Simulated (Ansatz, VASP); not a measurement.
# One calculation of TaN, two programs

INCAR

```
  ALGO = Normal
  EDIFF = 1E-8
  ENCUT = 520
  GGA = PS
  GGA_COMPAT = F
  ISIF = 2
  ISMEAR = -1
  LASPH = T
  LCHARG = F
  LEFG = T
  LREAL = F
  LWAVE = F
  NBANDS = 24
  NELM = 120
  PREC = Accurate
  SIGMA = 0.01
```

File KPOINTS:

```
k-points
0
Gamma
  9 9 5
```

File POSCAR:

```
TaN
1.0
    3.0500010905      0.0000000000      0.0000000000
   -1.5250005453      2.6413784260      0.0000000000
    0.0000000000      0.0000000000      5.0882000000
Ta N
2 2
Direct
    0.3333333333      0.6666666667      0.0000000000
    0.6666666667      0.3333333333      0.5000000000
    0.3333333333      0.6666666667      0.3850000000
    0.6666666667      0.3333333333      0.8850000000
```

Input for Ansatz:

```yaml
crystal:
  lattice:
    - [3.0500010905, 0.0, 0.0]
    - [-1.5250005453, 2.641378426, 0.0]
    - [0.0, 0.0, 5.0882]
  atoms:
    - { symbol: Ta, position: [0.3333333333, 0.6666666667, 0.0] }
    - { symbol: Ta, position: [0.6666666667, 0.3333333333, 0.5] }
    - { symbol: "N", position: [0.3333333333, 0.6666666667, 0.385] }
    - { symbol: "N", position: [0.6666666667, 0.3333333333, 0.885] }
kpoints:
  mp_grid: { grid: [9, 9, 5] }
scf:
  occupations: { method: fermi_dirac, width: 0.01 }
hamiltonian:
  xc: pbesol
  pseudopotentials: { kind: paw }
output:
  forces: true
  stress: true
  eigenvalues: true
  efg: { contact_densities: true }
  write_density: true
  write_potential: true
  elf: true
  volumetric_format: npy
```

Change from the starting cell: zz strain of +3 %, PAW files.

Alike in both runs: task electric field gradients; functional PBEsol; k mesh 9 × 9 × 5; occupations fermi-dirac, width 0.01 eV; no spin polarisation.

|  | VASP | Ansatz |
| --- | --- | --- |
| version | VASP 6.6.1 | Ansatz 0.2.0 |
| potentials or method | VASP PAW PBE potentials, release 64 (Ta_pv, N) | PAW with Ansatz's default frozen-core files, scalar-relativistic |
| plane-wave cutoff (eV) | 520 | 420 |
| valence electrons in the cell | 32 | 36 |

```tsv
	VASP	Ansatz	Ansatz less VASP
pressure (GPa)	111.2	108.2	-2.98
traceless stress, the component that is largest in VASP (GPa)	-23.80	-23.18	+0.616
rms of the force components (eV/Å)	2.096	2.057	-0.0393
size of Vzz on the site where it differs most (V/Å²)	154.7	158.9	+4.11
```

VASP's potentials were made for PBE, not for PBEsol. Atom by atom the forces differ by 0.039 eV/Å (rms over components). Both programs put the cell under a high pressure, so it lies far from rest at this level. VASP's potentials hold 32 valence electrons a cell and Ansatz's 36, so a difference there can come from the potentials and not from the codes.

Neither program's run includes spin-orbit coupling. Noted on VASP's run: the cell as given lies far from equilibrium.
